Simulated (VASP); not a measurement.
Wanted: the native input for a VASP 6.6.1 run.

```yaml
Task: single point
Functional: PBEsol
Potentials_or_basis: VASP PAW PBE potentials, release 64 (Ir)
Cutoff: 520 eV
k_mesh: 12 × 12 × 4
Occupations: gaussian, width 0.1 eV
Spin: no spin polarisation
Dipole_correction: no
Further_INCAR_settings: ALGO = Fast; EDIFF = 1e-07; NBANDS = 26
```

The structure of Ir lies in POSCAR:

```
Ir
1.0
    2.7095476164      0.0000000000      0.0000000000
   -1.3547738082      2.3465370686      0.0000000000
    0.0000000000      0.0000000000      8.8461306326
Ir
4
Direct
    0.0000000000      0.0000000000      0.0000000000
    0.3333333333      0.6666666667      0.2500000000
    0.0000000000      0.0000000000      0.5000000000
    0.6666666667      0.3333333333      0.7500000000
```

This isn't the form of Ir at room conditions, which is fcc.

One way to write it, as run:

INCAR

```
SYSTEM = Ir
PREC     = Accurate       ! precision mode
ENCUT    = 520            ! plane-wave cutoff, eV
EDIFF    = 1E-7           ! SCF threshold, eV
ISMEAR   = 0              ! smearing method
SIGMA    = 0.1            ! smearing width, eV
LREAL    = .False.        ! projectors in reciprocal space
LASPH    = .True.         ! aspherical terms in the spheres
NELM     = 100            ! most SCF steps
ALGO     = Fast           ! electronic algorithm
ISIF     = 2              ! what is computed and relaxed
LWAVE    = .False.        ! write WAVECAR
LCHARG   = .False.        ! write CHGCAR
GGA      = PS             ! functional
NBANDS   = 26             ! bands
```

KPOINTS

```
Automatic mesh
0
Gamma
  12 12 4
  0 0 0
```

Potentials or basis: VASP PAW PBE potentials, release 64 (Ir).

Run with:

```console
$ cat potpaw_PBE.64/Ir/POTCAR > POTCAR
$ mpirun -np 1 vasp_std > vasp.out
```

It gave:

The pressure is 1.3 GPa and the band gap on the k mesh is zero (bands 18 and 19 overlap by 2.56 eV).

Caveat: the PAW data sets were made with another functional, which shifts forces and pressure a little; spin-orbit coupling is left out, which moves the levels of the heavy elements.

Wall time 50 s on 1 thread of Intel(R) Xeon(R) 6975P-C (Granite Rapids), on a shared host, peak memory 0.2 GiB.
